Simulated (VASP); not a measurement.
# LiCaF3 (Pm-3m) in VASP: further runs, part 2 of 2

VASP 6.6.1. The steps go on from the part before.

## (5) Relaxation of cell and atoms, PBE

This run uses another cell than the first one, of 10.64 Å³/atom.

Contents of INCAR:

```
SYSTEM = LiCaF3
PREC     = Accurate       ! precision mode
ENCUT    = 600            ! plane-wave cutoff, eV
EDIFF    = 1E-6           ! SCF threshold, eV
ISMEAR   = 0              ! smearing method
SIGMA    = 0.01           ! smearing width, eV
LREAL    = .False.        ! projectors in reciprocal space
LASPH    = .True.         ! aspherical terms in the spheres
NELM     = 80             ! most SCF steps
ALGO     = Normal         ! electronic algorithm
ISIF     = 3              ! what is computed and relaxed
LWAVE    = .False.        ! write WAVECAR
LCHARG   = .False.        ! write CHGCAR
GGA      = PE             ! functional
IBRION   = 2              ! ionic algorithm
NSW      = 80             ! ionic steps
EDIFFG   = -0.005         ! ionic threshold
```

Contents of KPOINTS:

```
regular mesh
0
Gamma
  4 4 4
  0 0 0
```

Contents of POSCAR:

```
LiCaF3
1.0
    3.7612440000      0.0000000000      0.0000000000
    0.0000000000      3.7612440000      0.0000000000
    0.0000000000      0.0000000000      3.7612440000
Li Ca F
1 1 3
Direct
    0.5000000000      0.5000000000      0.5000000000
    0.0000000000      0.0000000000      0.0000000000
    0.0000000000      0.5000000000      0.5000000000
    0.5000000000      0.5000000000      0.0000000000
    0.5000000000      0.0000000000      0.5000000000
```

Potentials or basis: VASP PAW PBE potentials, release 64 (Li_sv, Ca_sv, F).

Launch:

```bash
> cat potpaw_PBE.64/Li_sv/POTCAR potpaw_PBE.64/Ca_sv/POTCAR potpaw_PBE.64/F/POTCAR > POTCAR
> mpirun -np 1 vasp_std > vasp.out
```

OUTCAR:

```text
SYSTEM = LiCaF3
   PREC = Accurate
   ENCUT = 600
   EDIFF = 1E-6
   ISMEAR = 0
   LREAL = .False.
   LASPH = .True.
   NELM = 80
   ISIF = 3
   GGA = PE
   IBRION = 2
   NSW = 80
   EDIFFG = -0.005

 ion  position               nearest neighbor table
   1  0.500  0.500  0.500-   3 1.88   4 1.88   5 1.88   4 1.88   5 1.88   3 1.88
   2  0.000  0.000  0.000-
   3  0.000  0.500  0.500-   1 1.88   1 1.88
   4  0.500  0.500  0.000-   1 1.88   1 1.88
   5  0.500  0.000  0.500-   1 1.88   1 1.88

  LATTYP: Found a simple cubic cell.
 ALAT       =     3.7612440000

  Lattice vectors:

 A1 = (   3.7612440000,   0.0000000000,   0.0000000000)
[... 174 lines left out ...]
  Direction    XX          YY          ZZ          XY          YZ          ZX
  --------------------------------------------------------------------------------------
  -------------------------------------------------------------------------------------
  Total       -0.0876747     -0.0876747     -0.0876747      0.0000000     -0.0000000      0.0000000
  in kB       -2.6399183     -2.6399183     -2.6399183      0.0000000     -0.0000000      0.0000000
  external PRESSURE =      -2.6399183 kB  Pullay stress =       0.0000000 kB
[... 65 lines left out ...]
--------------------------------------- Ionic step        3  -------------------------------------------

 number of electron      34.0000035 magnetization

 Free energy of the ion-electron system (eV)
  ---------------------------------------------------
  ext. energy  EPLUGINS =         0.00000000
  ---------------------------------------------------
  free energy    TOTEN  =       -26.09564809 eV

  energy without entropy =      -26.09564809  energy(sigma->0) =      -26.09564809

 E-fermi :   0.1860     XC(G=0): -10.2894

 val. band max:        0.0994573378   @ k =   0.5000   0.5000   0.5000
 cond. band min:       6.5902925570   @ k =   0.0000   0.0000   0.0000
 fundamental gap:      6.4908352192
 Fermi energy:         0.1860142255

 k-point     1 :       0.0000    0.0000    0.0000
  band No.  band energies     occupation
      1     -40.0900      2.00000
      2     -37.6719      2.00000
      3     -20.2041      2.00000
      4     -19.2711      2.00000
      5     -19.2711      2.00000
      6     -18.5885      2.00000
[... 261 lines left out ...]
  FREE ENERGIE OF THE ION-ELECTRON SYSTEM (eV)
  ---------------------------------------------------
  free  energy   TOTEN  =       -26.0956480893 eV

  energy  without entropy=      -26.0956480893  energy(sigma->0) =      -26.09564809

 reached required accuracy - stopping structural energy minimisation
```

OSZICAR:

```text
N       E                     dE             d eps       ncg     rms          rms(c)
DAV:   1     0.380167478098E+03    0.38017E+03   -0.20550E+04   420   0.191E+03
DAV:   2    -0.336763029337E+01   -0.38354E+03   -0.37201E+03   557   0.483E+02
DAV:   3    -0.256438495943E+02   -0.22276E+02   -0.22236E+02   477   0.122E+02
[... 21 lines left out ...]
DAV:   1    -0.260959195919E+02   -0.28527E-03   -0.61651E-03   450   0.710E-01    0.129E-01
DAV:   2    -0.260956668929E+02    0.25270E-03   -0.12363E-03   435   0.264E-01    0.284E-02
DAV:   3    -0.260956505663E+02    0.16327E-04   -0.37221E-05   529   0.640E-02    0.147E-02
DAV:   4    -0.260956473400E+02    0.32263E-05   -0.25077E-05   619   0.370E-02    0.516E-03
DAV:   5    -0.260956480893E+02   -0.74928E-06   -0.14079E-06   337   0.129E-02
   3 F= -.26095648E+02 E0= -.26095648E+02  d E =-.170560E-03
```

Run time: 42 s. Hardware: 1 thread of Intel Xeon 8259CL, shared host; peak memory 0.18 GiB.

What came out:

```
Free energy                           : -26.0956 eV
Relaxed volume                        : 10.61 Å³/atom
Relaxed cell                          : a = 3.757 Å, b = 3.757 Å, c = 3.757 Å, α = 90.00°, β = 90.00°, γ = 90.00°
Space group after relaxing (to 0.1 Å) : Pm-3m (No. 221)
Energy gained by relaxing             : 0.0 meV/atom
Ionic steps                           : 3
Pressure after relaxing               : 0.0 GPa
Band gap on the k mesh                : 6.49 eV (least direct gap 6.61 eV)
```

Step by step:
```tsv
step	energy change (eV)	largest force (eV/Å)	pressure (GPa)	volume (Å³)
1	0.0000	0.0000	-0.26	53.21
2	-0.0002	0.0000	-0.09	53.08
3	-0.0002	0.0000	-0.03	53.03
```

Final structure:
```xyz
5
Lattice="3.7569 0.0000 0.0000 0.0000 3.7569 0.0000 0.0000 0.0000 3.7569" Properties=species:S:1:pos:R:3 pbc="T T T"
Li    1.8784    1.8784    1.8784
Ca    0.0000    0.0000    0.0000
F     0.0000    1.8784    1.8784
F     1.8784    1.8784    0.0000
F     1.8784    0.0000    1.8784
```

Caveat: the cutoff is under 1.25 times the usual one of these potentials, so pressure, stress and relaxed cells hold a basis-set (Pulay) error. A k mesh can miss the band edges.

## (6) Relaxation of cell and atoms, PBEsol

This run uses another cell than the first one, of 10.64 Å³/atom.

Contents of INCAR:

```
SYSTEM = LiCaF3
ALGO = Normal ; EDIFF = 1E-6
EDIFFG = -0.005 ; ENCUT = 600
GGA = PS ; IBRION = 2
ISIF = 3 ; ISMEAR = 0
LASPH = .TRUE. ; LCHARG = .FALSE.
LREAL = .FALSE. ; LWAVE = .FALSE.
NELM = 60 ; NSW = 80
PREC = Accurate ; SIGMA = 0.01
```

Contents of KPOINTS:

```
k-points
0
G
  4 4 4
  0 0 0
```

POSCAR is that of step 5.

Potentials or basis: VASP PAW PBE potentials, release 64 (Li_sv, Ca_sv, F).

Launch:

```bash
> cat potpaw_PBE.64/Li_sv/POTCAR potpaw_PBE.64/Ca_sv/POTCAR potpaw_PBE.64/F/POTCAR > POTCAR
> mpirun -np 1 vasp_std > vasp.out
```

OUTCAR:

```text
SYSTEM = LiCaF3
   EDIFF = 1E-6
   EDIFFG = -0.005
   ENCUT = 600
   GGA = PS
   IBRION = 2
   ISIF = 3
   ISMEAR = 0
   LASPH = .TRUE.
   LREAL = .FALSE.
   NELM = 60
   NSW = 80
   PREC = Accurate

 ion  position               nearest neighbor table
   1  0.500  0.500  0.500-   3 1.88   4 1.88   5 1.88   4 1.88   5 1.88   3 1.88
   2  0.000  0.000  0.000-
   3  0.000  0.500  0.500-   1 1.88   1 1.88
   4  0.500  0.500  0.000-   1 1.88   1 1.88
   5  0.500  0.000  0.500-   1 1.88   1 1.88

  LATTYP: Found a simple cubic cell.
 ALAT       =     3.7612440000

  Lattice vectors:

 A1 = (   3.7612440000,   0.0000000000,   0.0000000000)
[... 174 lines left out ...]
  Direction    XX          YY          ZZ          XY          YZ          ZX
  --------------------------------------------------------------------------------------
  -------------------------------------------------------------------------------------
  Total       -1.4043103     -1.4043103     -1.4043103      0.0000000     -0.0000000      0.0000000
  in kB      -42.2843004    -42.2843004    -42.2843004      0.0000000     -0.0000000      0.0000000
  external PRESSURE =     -42.2843004 kB  Pullay stress =       0.0000000 kB
[... 65 lines left out ...]
--------------------------------------- Ionic step        3  -------------------------------------------

 number of electron      33.9999979 magnetization

 Free energy of the ion-electron system (eV)
  ---------------------------------------------------
  ext. energy  EPLUGINS =         0.00000000
  ---------------------------------------------------
  free energy    TOTEN  =       -26.92716422 eV

  energy without entropy =      -26.92716422  energy(sigma->0) =      -26.92716422

 E-fermi :   0.4046     XC(G=0): -10.8249

 val. band max:        0.3074897951   @ k =   0.5000   0.5000   0.5000
 cond. band min:       6.8460494274   @ k =   0.0000   0.0000   0.0000
 fundamental gap:      6.5385596323
 Fermi energy:         0.4046267838

 k-point     1 :       0.0000    0.0000    0.0000
  band No.  band energies     occupation
      1     -39.1090      2.00000
      2     -36.9911      2.00000
      3     -20.0559      2.00000
      4     -19.0044      2.00000
      5     -19.0044      2.00000
      6     -17.9972      2.00000
[... 261 lines left out ...]
  FREE ENERGIE OF THE ION-ELECTRON SYSTEM (eV)
  ---------------------------------------------------
  free  energy   TOTEN  =       -26.9271642238 eV

  energy  without entropy=      -26.9271642238  energy(sigma->0) =      -26.92716422

 reached required accuracy - stopping structural energy minimisation
```

OSZICAR:

```text
N       E                     dE             d eps       ncg     rms          rms(c)
DAV:   1     0.376344352307E+03    0.37634E+03   -0.20479E+04   420   0.191E+03
DAV:   2    -0.419383389890E+01   -0.38054E+03   -0.36904E+03   557   0.480E+02
DAV:   3    -0.262473668769E+02   -0.22054E+02   -0.22012E+02   477   0.121E+02
[... 27 lines left out ...]
DAV:   5    -0.269271264301E+02   -0.32324E-04   -0.24767E-04   478   0.171E-01    0.360E-02
DAV:   6    -0.269271664244E+02   -0.39994E-04   -0.10096E-04   775   0.762E-02    0.102E-02
DAV:   7    -0.269271628901E+02    0.35342E-05   -0.57312E-06   492   0.253E-02    0.240E-03
DAV:   8    -0.269271639932E+02   -0.11030E-05   -0.37349E-07   295   0.569E-03    0.933E-04
DAV:   9    -0.269271642238E+02   -0.23069E-06   -0.11235E-07   225   0.307E-03
   3 F= -.26927164E+02 E0= -.26927164E+02  d E =-.394177E-01
```

Run time: 47 s. Hardware: 1 thread of Intel Xeon 8259CL, shared host; peak memory 0.18 GiB.

What came out:

```
Free energy                           : -26.9272 eV
Relaxed volume                        : 10.08 Å³/atom
Relaxed cell                          : a = 3.694 Å, b = 3.694 Å, c = 3.694 Å, α = 90.00°, β = 90.00°, γ = 90.00°
Space group after relaxing (to 0.1 Å) : Pm-3m (No. 221)
Energy gained by relaxing             : 7.9 meV/atom
Ionic steps                           : 3
Pressure after relaxing               : -0.1 GPa
Band gap on the k mesh                : 6.54 eV (least direct gap 6.66 eV)
```

Step by step:
```
step  energy change (eV)  largest force (eV/Å)  pressure (GPa)  volume (Å³)
   1              0.0000                0.0000           -4.23        53.21
   2             -0.0369                0.0000           -1.17        51.08
   3             -0.0394                0.0000           -0.05        50.41
```

Final structure:
```
CELL_PARAMETERS angstrom
3.69408 0.00000 0.00000
0.00000 3.69408 0.00000
0.00000 0.00000 3.69408
ATOMIC_POSITIONS crystal
Li 0.50000 0.50000 0.50000
Ca 0.00000 0.00000 0.00000
F 0.00000 0.50000 0.50000
F 0.50000 0.50000 0.00000
F 0.50000 0.00000 0.50000
```

Levels at points of the mesh, in eV from the valence-band top:
```
           k point  band 14  band 15  band 16  band 17  band 18  band 19  band 20  band 21
(0.00, 0.00, 0.00)    -0.89    -0.12    -0.12    -0.12     6.54     6.54     7.09     8.30
(0.50, 0.00, 0.00)    -1.29    -1.26    -0.46    -0.46     7.74     7.87     8.47     9.16
(0.50, 0.50, 0.00)    -1.50    -1.50    -0.15    -0.07     8.16     8.31     9.13     9.13
(0.50, 0.50, 0.50)    -0.13     0.00     0.00     0.00     7.67     7.67     7.67     9.21
```

Caveat: the cutoff is under 1.25 times the usual one of these potentials, so pressure, stress and relaxed cells hold a basis-set (Pulay) error; the PAW data sets were made with another functional, which shifts forces and pressure a little.

## (7) Relaxation of cell and atoms, PBE+D3(BJ)

This run uses another cell than the first one, of 10.64 Å³/atom.

Contents of INCAR:

```
PREC = Accurate
ENCUT = 600
EDIFF = 1E-7
ISMEAR = 0
SIGMA = 0.01
LREAL = F
LASPH = T
NELM = 60
ALGO = Normal
ISIF = 3
LWAVE = F
LCHARG = F
GGA = PE
IVDW = 12
IBRION = 2
NSW = 80
EDIFFG = -0.005
```

Contents of KPOINTS:

```
regular mesh
0
Gamma
  4 4 4
```

POSCAR is that of step 6.

Launch:

```bash
> cat potpaw_PBE.64/Li_sv/POTCAR potpaw_PBE.64/Ca_sv/POTCAR potpaw_PBE.64/F/POTCAR > POTCAR
> mpirun -np 1 vasp_std > vasp.out
```

Wall time 58 s (1 thread of Intel Xeon 8259CL, shared host); peak memory 0.19 GiB.

It converged, with:

```
Free energy                           : -26.9811 eV
Relaxed volume                        : 10.26 Å³/atom
Relaxed cell                          : a = 3.716 Å, b = 3.716 Å, c = 3.716 Å, α = 90.00°, β = 90.00°, γ = 90.00°
Space group after relaxing (to 0.1 Å) : Pm-3m (No. 221)
Energy gained by relaxing             : 3.5 meV/atom
Ionic steps                           : 3
Pressure after relaxing               : 0.0 GPa
Band gap on the k mesh                : 6.57 eV (least direct gap 6.68 eV)
Dispersion energy per atom            : -0.180 eV
```

The path:
| step | energy change (eV) | largest force (eV/Å) | pressure (GPa) | volume (Å³) |
| --- | --- | --- | --- | --- |
| 1 | 0.0000 | 0.0000 | -2.87 | 53.21 |
| 2 | -0.0166 | 0.0000 | -0.74 | 51.75 |
| 3 | -0.0177 | 0.0000 | -0.01 | 51.30 |

Final structure:
```cif
data_structure
_symmetry_space_group_name_H-M 'P 1'
_symmetry_Int_Tables_number 1
_cell_length_a 3.7158
_cell_length_b 3.7158
_cell_length_c 3.7158
_cell_angle_alpha 90.000
_cell_angle_beta 90.000
_cell_angle_gamma 90.000
_cell_volume 51.30
loop_
_atom_site_label
_atom_site_type_symbol
_atom_site_fract_x
_atom_site_fract_y
_atom_site_fract_z
_atom_site_occupancy
Li1 Li 0.50000 0.50000 0.50000 1
Ca1 Ca 0.00000 0.00000 0.00000 1
F1 F 0.00000 0.50000 0.50000 1
F2 F 0.50000 0.50000 0.00000 1
F3 F 0.50000 0.00000 0.50000 1
```

Levels at points of the mesh, in eV from the valence-band top:
```tsv
k point	band 14	band 15	band 16	band 17	band 18	band 19	band 20	band 21
(0.00, 0.00, 0.00)	-0.86	-0.12	-0.12	-0.12	6.57	6.57	7.14	8.23
(0.50, 0.00, 0.00)	-1.24	-1.22	-0.44	-0.44	7.69	7.82	8.38	9.03
(0.50, 0.50, 0.00)	-1.44	-1.44	-0.15	-0.06	8.07	8.23	9.00	9.00
(0.50, 0.50, 0.50)	-0.13	0.00	0.00	0.00	7.62	7.62	7.62	9.06
```

Caveat: the cutoff is under 1.25 times the usual one of these potentials, so pressure, stress and relaxed cells hold a basis-set (Pulay) error.

## (8) The runs side by side

| task | level | cell | cutoff (eV) | gap on the mesh (eV) | pressure (GPa) | relaxed volume (Å³/atom) |
| --- | --- | --- | --- | --- | --- | --- |
| single point | PBEsol | a = 3.695 Å, 5 atoms | 520 | 6.53 | - | - |
| single point | PBE | a = 3.761 Å, 5 atoms | 520 | 6.48 | - | - |
| single point | PBE+D3(BJ) | a = 3.720 Å, 5 atoms | 520 | 6.56 | - | - |
| relaxation of cell and atoms | PBE | relaxed from a = 3.761 Å, 5 atoms | 600 | 6.49 | 0.0 | 10.61 |
| relaxation of cell and atoms | PBEsol | relaxed from a = 3.761 Å, 5 atoms | 600 | 6.54 | -0.1 | 10.08 |
| relaxation of cell and atoms | PBE+D3(BJ) | relaxed from a = 3.761 Å, 5 atoms | 600 | 6.57 | 0.0 | 10.26 |

Alike in all rows: potentials or basis VASP PAW PBE potentials, release 64 (Li_sv, Ca_sv, F); no spin polarisation; k mesh 4 × 4 × 4; smearing gaussian 0.01 eV.

Caveats: some runs use coarse meshes; the cutoff is under 1.25 times the usual one of these potentials, so pressure, stress and relaxed cells hold a basis-set (Pulay) error; the PAW data sets were made with another functional, which shifts forces and pressure a little (at least some runs).

Absolute energies hang on the potentials; compare differences alone.
